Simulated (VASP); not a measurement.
A run of VASP 6.6.1:

File INCAR:

```
SYSTEM = Si3Sn4
PREC = Accurate ; ENCUT = 600
EDIFF = 1E-6 ; ISMEAR = 0
SIGMA = 0.2 ; LREAL = .False.
LASPH = .True. ; NELM = 100
ALGO = Normal ; ISIF = 3
LWAVE = .False. ; LCHARG = .False.
GGA = PE ; IBRION = 2
NSW = 36 ; EDIFFG = -0.08
```

KPOINTS

```
regular mesh
0
Gamma
  3 3 3
  0 0 0
```

POSCAR

```
Si3Sn4
1.0
    5.8788190000      0.0000000000      0.0000000000
    0.0000000000      5.8788190000      0.0000000000
    0.0000000000      0.0000000000      5.8788190000
Si Sn
3 4
Direct
    0.0000000000      0.5000000000      0.0000000000
    0.5000000000      0.0000000000      0.0000000000
    0.0000000000      0.0000000000      0.5000000000
    0.7500000000      0.7500000000      0.2500000000
    0.7500000000      0.2500000000      0.7500000000
    0.2500000000      0.7500000000      0.7500000000
    0.2500000000      0.2500000000      0.2500000000
```

Potentials or basis: VASP PAW PBE potentials, release 64 (Si, Sn_d).

The run is started by

```sh
$ cat potpaw_PBE.64/Si/POTCAR potpaw_PBE.64/Sn_d/POTCAR > POTCAR
$ mpirun -np 1 vasp_std > vasp.out
```

Hardware: 1 thread of Intel(R) Xeon(R) Platinum 8259CL CPU @ 2.50GHz (Skylake/Cascade Lake), on a shared host.

Q: Estimate the wall time of this run.

A: It took 3.2 min on 1 thread of Intel(R) Xeon(R) Platinum 8259CL CPU @ 2.50GHz (Skylake/Cascade Lake) (shared host), peak memory 0.34 GiB. Counts: scf iterations 67, k points 4, ion steps 7.
